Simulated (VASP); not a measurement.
Input of a VASP 6.6.1 run:

The input INCAR:

```
PREC     = Accurate       # precision mode
ENCUT    = 520            # plane-wave cutoff, eV
EDIFF    = 1E-6           # SCF threshold, eV
ISMEAR   = -1             # smearing method
SIGMA    = 0.05           # smearing width, eV
LREAL    = False          # projectors in reciprocal space
LASPH    = True           # aspherical terms in the spheres
NELM     = 150            # most SCF steps
ALGO     = Normal         # electronic algorithm
ISIF     = 2              # what is computed and relaxed
LWAVE    = False          # write WAVECAR
LCHARG   = False          # write CHGCAR
ISPIN    = 2              # spin polarisation
MAGMOM   = 0              # initial moments
LORBIT   = 11             # projections on sites
NUPDOWN  = 0.0            # fixed moment
LMAXMIX  = 4              # l up to which the mixer works
GGA      = PE             # functional
NBANDS   = 14             # bands
```

File KPOINTS:

```
regular mesh
0
Gamma
  11 11 11
```

The input POSCAR:

```
Co
1.0
   -1.4145745000      1.3929095500      1.3921574700
    1.4429802800     -1.3751271500      1.4027808400
    1.4112696000      1.3718222500     -1.3743750600
Co
1
Direct
    0.0000000000      0.0000000000      0.0000000000
```

Potentials or basis: VASP PAW PBE potentials, release 64 (Co).

Launch:

```console
$ cat potpaw_PBE.64/Co/POTCAR > POTCAR
$ mpirun -np 1 vasp_std > vasp.out
```

Problem. Estimate the pressure.

Solution. -10.1 GPa.

Stress tensor (GPa, compression positive):
```
 -6.31   0.34  -2.73
  0.34 -12.99  -1.75
 -2.73  -1.75 -10.93
```

Caveat: the cell stands under tension; the total moment is fixed, so each spin has its own Fermi level.
